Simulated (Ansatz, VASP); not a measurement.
**CdS: VASP beside Ansatz**

Contents of INCAR:

```
SYSTEM = CdS
ALGO = Normal ; EDIFF = 1E-6
ENCUT = 520 ; GGA = PS
ISIF = 2 ; ISMEAR = 1
LASPH = .TRUE. ; LCHARG = .FALSE.
LREAL = .FALSE. ; LWAVE = .FALSE.
NBANDS = 26 ; NELM = 100
PREC = Accurate ; SIGMA = 0.001
```

The input KPOINTS:

```
k-points
0
G
  6 6 4
  0 0 0
```

The input POSCAR:

```
CdS
1.0
    4.1238590911      0.0000000000      0.0000000000
   -2.0619295456      3.5713667345      0.0000000000
    0.0000000000      0.0000000000      6.7097081234
Cd S
2 2
Direct
    0.3333333333      0.6666666667     -0.0007766900
    0.6666666667      0.3333333333      0.4992233100
    0.3333333333      0.6666666667      0.3757766900
    0.6666666667      0.3333333333      0.8757766900
```

Input for Ansatz:

```yaml
crystal:
  lattice:
    - [4.12385909109, 0.0, 0.0]
    - [-2.06192954555, 3.57136673451, 0.0]
    - [0.0, 0.0, 6.70970812336]
  atoms:
    - { symbol: Cd, position: [0.333333333333, 0.666666666667, -0.00077668998] }
    - { symbol: Cd, position: [0.666666666667, 0.333333333333, 0.49922331002] }
    - { symbol: S, position: [0.333333333333, 0.666666666667, 0.37577668998] }
    - { symbol: S, position: [0.666666666667, 0.333333333333, 0.87577668998] }
kpoints:
  mp_grid: { grid: [6, 6, 4] }
scf:
  occupations: { method: cold, width: 0.001 }
  lower_state_search: standard
hamiltonian:
  xc: pbesol
  pseudopotentials: { kind: all_electron, lapw: { basis_error: 0.001 } }
output:
  forces: true
  stress: true
  eigenvalues: true
  eigenstates:
    nscf_kmesh: { grid: [10, 10, 6] }
    de_dk: true
    e_range: [-9, 11.09287523145]
  optics:
    e_range: [0, 30]
    de: 0.2
    sigma: 0.2
    bands: { spectra_wanted_up_to: 30 }
    nscf_kmesh: { grid: [10, 10, 6] }
checkpoint:
  write: ck
  write_wavefunctions: false
```

Alike in both runs: task single point; functional PBEsol; k mesh 6 × 6 × 4; no spin polarisation.

|  | VASP | Ansatz |
| --- | --- | --- |
| version | VASP 6.6.1 | Ansatz 0.2.0 |
| potentials or method | VASP PAW PBE potentials, release 64 (Cd, S), cutoff 520 eV | all-electron LAPW, scalar-relativistic |
| occupations | methfessel-paxton of order 1, width 0.001 eV | cold, width 0.001 eV |

```csv
,VASP,Ansatz,Ansatz less VASP
gap on the k mesh at the Fermi level (eV),1.10,1.09,-0.004
pressure (GPa),0.4,0.0,-0.37
```

VASP's potentials were made for PBE, not for PBEsol. Ansatz ran all-electron here, and VASP with PAW potentials.
